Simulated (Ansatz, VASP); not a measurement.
## Sr: VASP beside Ansatz

The input INCAR:

```
SYSTEM = Sr
PREC = Accurate
ENCUT = 520
EDIFF = 1E-7
ISMEAR = 0
SIGMA = 0.15
LREAL = .False.
LASPH = .True.
NELM = 80
ALGO = Fast
ISIF = 2
LWAVE = .False.
LCHARG = .True.
GGA = CA
LELF = .True.
LVHAR = .True.
NBANDS = 17
```

Contents of KPOINTS:

```
Automatic mesh
0
Gamma
  12 12 8
  0 0 0
```

File POSCAR:

```
Sr
1.0
    4.0068673272      0.0000000000      0.0000000000
   -2.0034336636      3.5528298300      0.0000000000
    0.0000000000      0.0000000000      6.7154259278
Sr
2
Direct
    0.2764649393      0.6666666667      0.2500000000
    0.7235350607      0.3333333333      0.7500000000
```

Input for Ansatz:

```yaml
crystal:
  lattice:
    - [4.0068673272, 0.0, 0.0]
    - [-2.0034336636, 3.55282983, 0.0]
    - [0.0, 0.0, 6.7154259278]
  atoms:
    - { symbol: Sr, position: [0.2764649393, 0.6666666667, 0.25] }
    - { symbol: Sr, position: [0.7235350607, 0.3333333333, 0.75] }
basis:
  ecutwfc: 420
kpoints:
  mp_grid: { grid: [12, 12, 8] }
hamiltonian:
  xc: lda
scf:
  occupations: { method: gaussian, width: 0.15 }
output:
  forces: true
  stress: true
  eigenvalues: true
```

Change from the starting cell: mode 4 frozen in at -0.233 Å, normal strain along x -0.0233.

Alike in both runs: task single point; functional LDA; k mesh 12 × 12 × 8; occupations gaussian, width 0.15 eV; no spin polarisation.

|  | VASP | Ansatz |
| --- | --- | --- |
| version | VASP 6.6.1 | Ansatz 0.2.0 |
| potentials or method | VASP PAW LDA potentials, release 64 (Sr_sv), cutoff 520 eV | scalar-relativistic, plane waves, PAW |
| valence electrons in the cell | 20 | 20 |

VASP gave:

- gap on the k mesh at the Fermi level (eV): none
- pressure (GPa): 0.2
- traceless stress, the component that is largest in VASP (GPa): 0.69
- rms of the force components (eV/Å): 0.092

Question: What did Ansatz give for the same quantities?

Answer: gap on the k mesh at the Fermi level (eV): none; pressure (GPa): 0.2; traceless stress, the component that is largest in VASP (GPa): 0.68; rms of the force components (eV/Å): 0.092.

LDA's correlation is that of Perdew and Zunger in VASP and of Perdew and Wang (1992) in Ansatz. Atom by atom the forces differ by 0.000 eV/Å (rms over components). A gap of «none» marks a metal or a gap that the smearing closes.
